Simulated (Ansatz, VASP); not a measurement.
# One calculation of CdO, two programs

```xyz
2
Lattice="0.0000 2.4278 2.4278 2.4278 0.0000 2.4278 2.4278 2.4278 0.0000" Properties=species:S:1:pos:R:3 pbc="T T T"
Cd    0.0000    0.0000    0.0000
O     2.4278    2.4278    2.4278
```

Alike in both runs: task single point; functional PBEsol; k mesh 16 × 16 × 16; occupations gaussian, width 0.1 eV; no spin polarisation.

```csv
,VASP,Ansatz
version,VASP 6.6.1,Ansatz 0.2.0
potentials or method,"VASP PAW PBE potentials, release 64 (Cd, O), cutoff 600 eV","scalar-relativistic, plane waves, PAW"
valence electrons in the cell,18,26
```

Ansatz gave:

| Quantity | Value |
| --- | --- |
| gap on the k mesh at the Fermi level (eV) | none |
| pressure (GPa) | -11.8 |

Task: Estimate VASP's values.

Result: gap on the k mesh at the Fermi level (eV): none; pressure (GPa): -11.0.

VASP's potentials were made for PBE, not for PBEsol. A gap of «none» marks a metal or a gap that the smearing closes. VASP's potentials hold 18 valence electrons a cell and Ansatz's 26, so a difference there can come from the potentials and not from the codes.
